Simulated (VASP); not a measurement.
# TiNi (Pmma) in VASP: single point with LDA

Aim: the single point of TiNi with LDA.

Everything below comes from runs of VASP 6.6.1. Logs are shortened: lines on timing, memory, paths and dates and some standing lists are left out, and cuts for length are marked.

## Step 1: The cell of the first run

Symmetry: Pmma, No. 51, orthorhombic system. The conventional cell has a = 4.086 Å, b = 2.856 Å, c = 4.587 Å, α = 90.00°, β = 90.00°, γ = 90.00°. Ni (site symmetry mm2) has 8 Ti at 2.52 to 2.89 Å and 4 Ni at 2.62 to 2.86 Å within 3.3 Å. Ti (site symmetry mm2) has 8 Ni at 2.52 to 2.89 Å and 6 Ti at 2.86 to 3.24 Å within 3.3 Å.

## Step 2: Single point, LDA, collinear spin, ferromagnetic start

The input, INCAR:

```
PREC     = Accurate       # precision mode
ENCUT    = 550            # plane-wave cutoff, eV
EDIFF    = 1E-6           # SCF threshold, eV
ISMEAR   = -1             # smearing method
SIGMA    = 0.05           # smearing width, eV
LREAL    = F              # projectors in reciprocal space
LASPH    = T              # aspherical terms in the spheres
NELM     = 300            # most SCF steps
ALGO     = All            # electronic algorithm
ISIF     = 2              # what is computed and relaxed
LWAVE    = F              # write WAVECAR
LCHARG   = T              # write CHGCAR
ISPIN    = 2              # spin polarisation
MAGMOM   = 1 1 1 1        # initial moments
LORBIT   = 11             # projections on sites
LMAXMIX  = 4              # l up to which the mixer works
GGA      = CA             # functional
LVHAR    = T            
NBANDS   = 34             # bands
GGA_COMPAT= F            
ISEARCH  = 1            
KPAR     = 4
```

The input, KPOINTS:

```
Automatic mesh
0
Gamma
  7 9 6
```

The input, POSCAR:

```
TiNi
1.0
    4.0860423500      0.0000000000      0.0000000000
    0.0000000000      2.8562042400      0.0000000000
    0.0000000000      0.0000000000      4.5867576300
Ni Ti
2 2
Direct
    0.7500000000      0.0000000000      0.8209744100
    0.2500000000      0.0000000000      0.1790255900
    0.7500000000      0.5000000000      0.2744080600
    0.2500000000      0.5000000000      0.7255919400
```

Potentials or basis: VASP PAW LDA potentials, release 64 (Ni, Ti_sv).

The run is started by

```sh
> cat potpaw_LDA.64/Ni/POTCAR potpaw_LDA.64/Ti_sv/POTCAR > POTCAR
> mpirun -np 4 vasp_std > vasp.out
```

OUTCAR:

```text
PREC = Accurate
   ENCUT = 550
   EDIFF = 1E-6
   ISMEAR = -1
   LREAL = F
   LASPH = T
   NELM = 300
   ISIF = 2
   ISPIN = 2
   LORBIT = 11
   GGA = CA

 ion  position               nearest neighbor table
   1  0.750  0.000  0.821-   3 2.52   3 2.52   4 2.53   4 2.53   4 2.53   4 2.53   2 2.62   2 2.62
                             3 2.89   3 2.89
   2  0.250  0.000  0.179-   4 2.52   4 2.52   3 2.53   3 2.53   3 2.53   3 2.53   1 2.62   1 2.62
                             4 2.89   4 2.89
   3  0.750  0.500  0.274-   1 2.52   1 2.52   2 2.53   2 2.53   2 2.53   2 2.53   1 2.89   1 2.89
                             4 2.91   4 2.91
   4  0.250  0.500  0.726-   2 2.52   2 2.52   1 2.53   1 2.53   1 2.53   1 2.53   2 2.89   2 2.89
                             3 2.91   3 2.91

  LATTYP: Found a simple orthorhombic cell.
 ALAT       =     2.8562042400
 B/A-ratio  =     1.4305847925
 C/A-ratio  =     1.6058927320

  Lattice vectors:

 A1 = (   0.0000000000,  -2.8562042400,   0.0000000000)
 A2 = (   4.0860423500,   0.0000000000,   0.0000000000)
 A3 = (   0.0000000000,   0.0000000000,   4.5867576300)

Analysis of symmetry for initial positions (statically):
=====================================================================
 Subroutine PRICEL returns:
 Original cell was already a primitive cell.

 Routine SETGRP: Setting up the symmetry group for a
 simple orthorhombic supercell.

 Subroutine GETGRP returns: Found  8 space group operations
 (whereof  4 operations were pure point group operations)
 out of a pool of  8 trial point group operations.

The static configuration has the point symmetry C_2h.
 The point group associated with its full space group is D_2h.

Analysis of symmetry for dynamics (positions and initial velocities):
=====================================================================
 Subroutine PRICEL returns:
 Original cell was already a primitive cell.

 Routine SETGRP: Setting up the symmetry group for a
 simple orthorhombic supercell.

 Subroutine GETGRP returns: Found  8 space group operations
 (whereof  4 operations were pure point group operations)
 out of a pool of  8 trial point group operations.

The dynamic configuration has the point symmetry C_2h.
 The point group associated with its full space group is D_2h.

Analysis of structural, dynamic, and magnetic symmetry:
=====================================================================
 Subroutine PRICEL returns:
 Original cell was already a primitive cell.

 Routine SETGRP: Setting up the symmetry group for a
 simple orthorhombic supercell.

 Subroutine GETGRP returns: Found  8 space group operations
 (whereof  4 operations were pure point group operations)
 out of a pool of  8 trial point group operations.

The overall configuration has the point symmetry C_2h.
 The point group associated with its full space group is D_2h.

 Subroutine INISYM returns: Found  8 space group operations
 (whereof  4 operations are pure point group operations),
 and found     1 'primitive' translations

----------------------------------------------------------------------------------------

                                     Primitive cell

  volume of cell :      53.5301

  direct lattice vectors                    reciprocal lattice vectors
     4.086042350  0.000000000  0.000000000     0.244735594  0.000000000  0.000000000
     0.000000000  2.856204240  0.000000000     0.000000000  0.350115018  0.000000000
     0.000000000  0.000000000  4.586757630     0.000000000  0.000000000  0.218018932

  length of vectors
     4.086042350  2.856204240  4.586757630     0.244735594  0.350115018  0.218018932

  position of ions in fractional coordinates (direct lattice)
     0.750000000  0.000000000  0.820974410
     0.250000000  0.000000000  0.179025590
     0.750000000  0.500000000  0.274408060
     0.250000000  0.500000000  0.725591940

  ion indices of the primitive-cell ions
   primitive index   ion index
                 1           1
                 2           2
                 3           3
                 4           4

----------------------------------------------------------------------------------------

 KPOINTS: Automatic mesh

Automatic generation of k-mesh.
 Grid dimensions read from file:
 generate k-points for:    7    9    6

 Generating k-lattice:

  Cartesian coordinates                     Fractional coordinates (reciprocal lattice)
     0.034962228  0.000000000  0.000000000     0.142857143  0.000000000  0.000000000
     0.000000000  0.038901669  0.000000000     0.000000000  0.111111111  0.000000000
     0.000000000  0.000000000  0.036336489     0.000000000  0.000000000  0.166666667

  Length of vectors
     0.034962228  0.038901669  0.036336489

  Shift w.r.t. Gamma in fractional coordinates (k-lattice)
     0.000000000  0.000000000  0.000000000

 Subroutine IBZKPT returns following result:
 ===========================================

 Found     80 irreducible k-points:

 Following reciprocal coordinates:
            Coordinates               Weight
  0.000000  0.000000  0.000000      1.000000
  0.142857  0.000000  0.000000      2.000000
  0.285714  0.000000  0.000000      2.000000
  0.428571  0.000000  0.000000      2.000000
  0.000000  0.111111  0.000000      2.000000
  0.142857  0.111111  0.000000      4.000000
[... 16 lines left out ...]
  0.285714  0.000000  0.166667      4.000000
  0.428571  0.000000  0.166667      4.000000
 [... further k-points ...]
   k-points           NKPTS =     80   k-points in BZ     NKDIM =     80   number of bands    NBANDS=     34
   number of dos      NEDOS =    301   number of ions     NIONS =      4
   total plane-waves  NPLWV =  27648
   dimension x,y,z NGX =    32 NGY =   24 NGZ =   36
   dimension x,y,z NGXF=    64 NGYF=   48 NGZF=   72
   ions per type =               2   2
   NGX,Y,Z   is equivalent  to a cutoff of  13.02, 13.97, 13.05 a.u.
   NGXF,Y,Z  is equivalent  to a cutoff of  26.04, 27.94, 26.10 a.u.
 SYSTEM =  unknown system
   PREC   = accura    normal or accurate (medium, high low for compatibility)
   ISTART =      0    job   : 0-new  1-cont  2-samecut
   ICHARG =      2    charge: 1-file 2-atom 10-const
   ISPIN  =      2    spin polarized calculation?
   LNONCOLLINEAR =      F non collinear calculations
   LSORBIT =      F    spin-orbit coupling
   LASPH  =      T    aspherical Exc in radial PAW
   ENCUT  =  550.0 eV  40.42 Ry    6.36 a.u.   7.81  5.46  8.77*2*pi/ulx,y,z
   NELM   =    300;   NELMIN=  2; NELMDL= -5     # of ELM steps
   EDIFF  = 0.1E-05   stopping-criterion for ELM
   LREAL  =      F    real-space projection
   EDIFFG = 0.1E-04   stopping-criterion for IOM
   NSW    =      0    number of steps for IOM
   IBRION =     -1    ionic relax: 0-MD 1-quasi-New 2-CG
   NFREE  =      0    steps in history (QN), initial steepest desc. (CG)
   ISIF   =      2    stress and relaxation
   ISYM   =      2    0-nonsym 1-usesym 2-fastsym
   POTIM  = 0.5000    time-step for ionic-motion
   TEBEG  =    0.0;   TEEND  =   0.0 temperature during run
   PSTRESS=    0.0 pullay stress
   NELECT =      44.0000    total number of electrons
   NUPDOWN=      -1.0000    fix difference up-down
   EMIN   =  10.00;   EMAX   =-10.00  energy-range for DOS
   EFERMI =   0.00;   METHOD = LEGACY
   ISMEAR =    -1;   SIGMA  =   0.05  broadening in eV -4-tet -1-fermi 0-gaus
   EFERMI_NEDOS =   21; number of points for ismear=-14 and -15
   IALGO  =     58    algorithm
   IMIX   =      4    mixing-type and parameters
     AMIX     =   0.40;   BMIX     =  1.00
     AMIX_MAG =   1.60;   BMIX_MAG =  1.00
  volume/ion in A,a.u.               =      13.38        90.31
  Fermi-wavevector in a.u.,A,eV,Ry     =   1.533533  2.897957 31.997134  2.351723
  Thomas-Fermi vector in A             =   2.640587
   LORBIT       =     11    0 simple, 1 ext, 2 COOP (PROOUT), +10 PAW based schemes
   GGA     = CA    functional components
   LHFCALC =     F    Hartree Fock is set to
   AEXX    =    0.0000 exact exchange contribution
   IVDW    =     0    specifies the selected vdW correction
   LEPSILON=     F    determine dielectric tensor
   LRPA    =     F    only Hartree local field effects (RPA)
 spin polarized calculation
  energy-cutoff  :      550.00
  volume of cell :       53.53
 maximum number of plane-waves:      1602
 NGX is ok and might be reduce to    32
   NGX = 15   NGY = 11   NGZ = 17

 number of electron      44.0000023 magnetization       0.0000508

 Free energy of the ion-electron system (eV)
  ---------------------------------------------------
  ext. energy  EPLUGINS =         0.00000000
  ---------------------------------------------------
  free energy    TOTEN  =       -31.85208157 eV

  energy without entropy =      -31.81636536  energy(sigma->0) =      -31.83422347

 E-fermi :   9.1764     XC(G=0): -12.7834

 val. band max:        9.1670012924   @ k =   0.4286   0.0000   0.3333
 cond. band min:       9.1795176891   @ k =   0.4286   0.3333   0.0000
 fundamental gap:      0.0125163967
 Fermi energy:         9.1763888089

 spin component 1

 k-point     1 :       0.0000    0.0000    0.0000
  band No.  band energies     occupation
      1     -47.1644      1.00000
      2     -47.1089      1.00000
      3     -23.8869      1.00000
      4     -23.8854      1.00000
      5     -23.6803      1.00000
      6     -23.6410      1.00000
[... 877 lines left out ...]
     33      17.6025      0.00000
     34      18.2544      0.00000

 [... further k-points ...]

 spin component 2

 k-point     1 :       0.0000    0.0000    0.0000
  band No.  band energies     occupation
      1     -47.1642      1.00000
      2     -47.1088      1.00000
      3     -23.8867      1.00000
      4     -23.8852      1.00000
      5     -23.6801      1.00000
      6     -23.6408      1.00000
[... 877 lines left out ...]
     33      17.6025      0.00000
     34      18.2545      0.00000

 [... further k-points ...]
[... 5 lines left out ...]
  --------------------------------------------------------------------------------------
  -------------------------------------------------------------------------------------
  Total       -2.9121963     -2.7390174     -2.7712262      0.0000000      0.0000000      0.0000000
  in kB      -87.1632293    -81.9799134    -82.9439360      0.0000000      0.0000000      0.0000000
  external PRESSURE =     -84.0290262 kB  Pullay stress =       0.0000000 kB

 VOLUME and BASIS-vectors are now :
 -----------------------------------------------------------------------------
  energy-cutoff  :      550.00
  volume of cell :       53.53
      direct lattice vectors                 reciprocal lattice vectors
     4.086042350  0.000000000  0.000000000     0.244735594  0.000000000  0.000000000
     0.000000000  2.856204240  0.000000000     0.000000000  0.350115018  0.000000000
     0.000000000  0.000000000  4.586757630     0.000000000  0.000000000  0.218018932

 POSITION                                       TOTAL-FORCE (eV/Angst)
 -----------------------------------------------------------------------------------
      3.06453      0.00000      3.76561        -0.000000     -0.000000     -0.019037
      1.02151      0.00000      0.82115         0.000000     -0.000000      0.019037
      3.06453      1.42810      1.25864        -0.000000     -0.000000     -0.094871
      1.02151      1.42810      3.32811        -0.000000      0.000000      0.094871
 -----------------------------------------------------------------------------------
    total drift:                                0.000000      0.000000      0.000000

  FREE ENERGIE OF THE ION-ELECTRON SYSTEM (eV)
  ---------------------------------------------------
  free  energy   TOTEN  =       -31.8520815743 eV

  energy  without entropy=      -31.8163630021  energy(sigma->0) =      -31.83422229

 total charge

# of ion       s       p       d       tot
------------------------------------------
    1        0.586   0.516   8.331   9.433
    2        0.586   0.516   8.331   9.433
    3        2.242   6.158   1.899  10.298
    4        2.242   6.158   1.899  10.298
--------------------------------------------------
tot          5.655  13.348  20.460  39.463

 magnetization (x)

# of ion       s       p       d       tot
------------------------------------------
    1       -0.000   0.000  -0.000  -0.000
    2       -0.000   0.000  -0.000  -0.000
    3        0.000   0.000   0.000   0.000
    4        0.000   0.000   0.000   0.000
--------------------------------------------------
tot         -0.000   0.000  -0.000  -0.000
```

It took 2 min on 4 MPI ranks of AMD EPYC 7R13 (Zen 3), shared host; peak memory 0.56 GiB.

What came out:

| Item | Value |
| --- | --- |
| Free energy | -31.8521 eV |
| Pressure | -8.4 GPa |
| Largest force | 0.095 eV/Å |
| Band gap on the k mesh | zero (filled and empty bands overlap) |
| Net moment | 0.00 μB per cell |
| Valence electrons inside the program's atomic spheres | Ni 9.43; Ti 10.30 |

Forces in eV/Å, atoms in the order of the input:
```
Ni   0.000  0.000 -0.019
Ni   0.000  0.000  0.019
Ti   0.000  0.000 -0.095
Ti   0.000  0.000  0.095
```

Caveat: the cell stands under tension; the moments typed at the start vanished in this run.
